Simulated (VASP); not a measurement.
Set up this calculation in VASP 6.6.1, as the native input.

* Task: single point
* Functional: PBE
* Potentials or basis: VASP PAW PBE potentials, release 64 (Al, N)
* Cutoff: 520 eV
* k mesh: 6 × 6 × 6
* Occupations: gaussian, width 0.01 eV
* Spin: no spin polarisation
* Dipole correction: no
* Further INCAR settings: ALGO = Normal; EDIFF = 1e-06; NBANDS = 11

The structure of AlN lies in POSCAR:

```
AlN
1.0
    0.0000000000      2.1193301204      2.1193301204
    2.1193301204      0.0000000000      2.1193301204
    2.1193301204      2.1193301204      0.0000000000
Al N
1 1
Direct
    0.0000000000      0.0000000000      0.0000000000
    0.2500000000      0.2500000000      0.2500000000
```

This cell differs from its parent crystal: strain -3.0%.

One way to write it, as run:

INCAR

```
  ALGO = Normal
  EDIFF = 1E-6
  ENCUT = 520
  GGA = PE
  ISIF = 2
  ISMEAR = 0
  LASPH = T
  LCHARG = F
  LREAL = F
  LWAVE = F
  NBANDS = 11
  NELM = 80
  PREC = Accurate
  SIGMA = 0.01
```

KPOINTS

```
k-points
0
Gamma
  6 6 6
```

Potentials or basis: VASP PAW PBE potentials, release 64 (Al, N).

Command:

```sh
$ cat potpaw_PBE.64/Al/POTCAR potpaw_PBE.64/N/POTCAR > POTCAR
$ mpirun -np 1 vasp_std > vasp.out
```

It gave:

```yaml
Pressure: 27.3 GPa
Band_gap_on_the_k_mesh: 3.36 eV, indirect (least direct gap 5.02 eV)
```

Caveat: the k points lie up to 0.43 Å⁻¹ apart; the cell differs from its parent crystal (strain -3.0%).

Run time: 4.7 s on 1 thread of Intel Xeon 6975P-C, with other jobs on the host, peak memory 0.13 GiB.
